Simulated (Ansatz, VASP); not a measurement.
SiC3 in VASP and in Ansatz

```
CELL_PARAMETERS angstrom
1.40114 0.80895 4.62290
-1.40114 0.80895 4.62290
0.00000 -1.61789 4.62290
ATOMIC_POSITIONS crystal
C 0.00824 0.00824 0.00824
C 0.48896 0.48896 0.48896
C 0.37917 0.37917 0.37917
Si 0.87363 0.87363 0.87363
```

Alike in both runs: task single point; functional r2SCAN; k mesh 8 × 8 × 8; no spin polarisation.

|  | VASP | Ansatz |
| --- | --- | --- |
| version | VASP 6.6.1 | Ansatz 0.2.0 |
| potentials or method | VASP PAW PBE potentials, release 64 (C, Si) | plane waves, PAW |
| plane-wave cutoff (eV) | 520 | 500 |
| occupations | gaussian, width 0.01 eV | fixed |
| valence electrons in the cell | 16 | 16 |

Ansatz gave:

| Property | Result |
| --- | --- |
| gap on the k mesh at the Fermi level (eV) | 1.89 |
| pressure (GPa) | 9.3 |
| traceless stress, the component that is largest in VASP (GPa) | 1.01 |
| rms of the force components (eV/Å) | 0.087 |

Q: What did VASP give for the same quantities?

A: gap on the k mesh at the Fermi level (eV): 1.90; pressure (GPa): 9.4; traceless stress, the component that is largest in VASP (GPa): 0.88; rms of the force components (eV/Å): 0.082.

VASP's potentials were made for PBE, not for r2SCAN. Atom by atom the forces differ by 0.030 eV/Å (rms over components).
